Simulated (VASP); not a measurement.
Write the native input for VASP 6.6.1 that does the following.

| Property | Result |
| --- | --- |
| Task | single point |
| Functional | r2SCAN |
| Potentials or basis | VASP PAW PBE potentials, release 64 (In_d, As) |
| Cutoff | 550 eV |
| k mesh | 8 × 8 × 8 |
| Occupations | fermi-dirac, width 0.02 eV |
| Spin | no spin polarisation |
| Dipole correction | no |
| Further INCAR settings | ALGO = Normal; EDIFF = 1e-06; NBANDS = 16 |

The system is InAs.

```
In As
1.0
     0.00000    3.21099    3.21099
     3.21099    0.00000    3.21099
     3.21099    3.21099    0.00000
In As
1 1
Direct
  0.00000 0.00000 0.00000
  0.25000 0.25000 0.25000
```

This cell differs from its parent crystal: strain +5.1%.

These files were run (other wordings do the same):

POSCAR

```
InAs
1.0
    0.0000000000      3.2109866824      3.2109866824
    3.2109866824      0.0000000000      3.2109866824
    3.2109866824      3.2109866824      0.0000000000
In As
1 1
Direct
    0.0000000000      0.0000000000      0.0000000000
    0.2500000000      0.2500000000      0.2500000000
```

INCAR.step1

```
SYSTEM = InAs
PREC     = Accurate       ! precision mode
ENCUT    = 550            ! plane-wave cutoff, eV
ISMEAR   = -1             ! smearing method
SIGMA    = 0.02           ! smearing width, eV
LREAL    = .False.        ! projectors in reciprocal space
LASPH    = .True.         ! aspherical terms in the spheres
NELM     = 120            ! most SCF steps
NBANDS   = 16             ! bands
GGA      = PE             ! functional
ALGO     = Normal         ! electronic algorithm
EDIFF    = 1E-5           ! SCF threshold, eV
LWAVE    = .True.         ! write WAVECAR
LCHARG   = .False.        ! write CHGCAR
GGA_COMPAT= .False.
```

INCAR.step2

```
SYSTEM = InAs
PREC     = Accurate       ! precision mode
ENCUT    = 550            ! plane-wave cutoff, eV
EDIFF    = 1E-6           ! SCF threshold, eV
ISMEAR   = -1             ! smearing method
SIGMA    = 0.02           ! smearing width, eV
LREAL    = .False.        ! projectors in reciprocal space
LASPH    = .True.         ! aspherical terms in the spheres
NELM     = 120            ! most SCF steps
ALGO     = Normal         ! electronic algorithm
ISIF     = 2              ! what is computed and relaxed
LWAVE    = .False.        ! write WAVECAR
LCHARG   = .True.         ! write CHGCAR
METAGGA  = R2SCAN         ! meta-GGA
LMIXTAU  = .True.       
LELF     = .True.         ! ELF
LVHAR    = .True.       
NBANDS   = 16             ! bands
ISTART   = 1            
GGA_COMPAT= .False.
```

KPOINTS

```
regular mesh
0
Gamma
  8 8 8
  0 0 0
```

Potentials or basis: VASP PAW PBE potentials, release 64 (In_d, As).

Run with:

```bash
$ cat potpaw_PBE.64/In_d/POTCAR potpaw_PBE.64/As/POTCAR > POTCAR
$ cp INCAR.step1 INCAR
$ mpirun -np 1 vasp_std > vasp.out
$ cp INCAR.step2 INCAR
$ mpirun -np 1 vasp_std > vasp.out
```

Results of the run:

```json
{
  "Pressure": "-6.0 GPa",
  "Band gap on the k mesh": "zero (filled and empty bands touch)"
}
```

Caveat: the cell differs from its parent crystal (strain +5.1%); the PAW data sets were made with another functional, which shifts forces and pressure a little; spin-orbit coupling is left out, which moves the levels of the heavy elements.

Run time: 64 s on 1 thread of Intel(R) Xeon(R) 6975P-C (Granite Rapids) (shared host), peak memory 0.23 GiB.
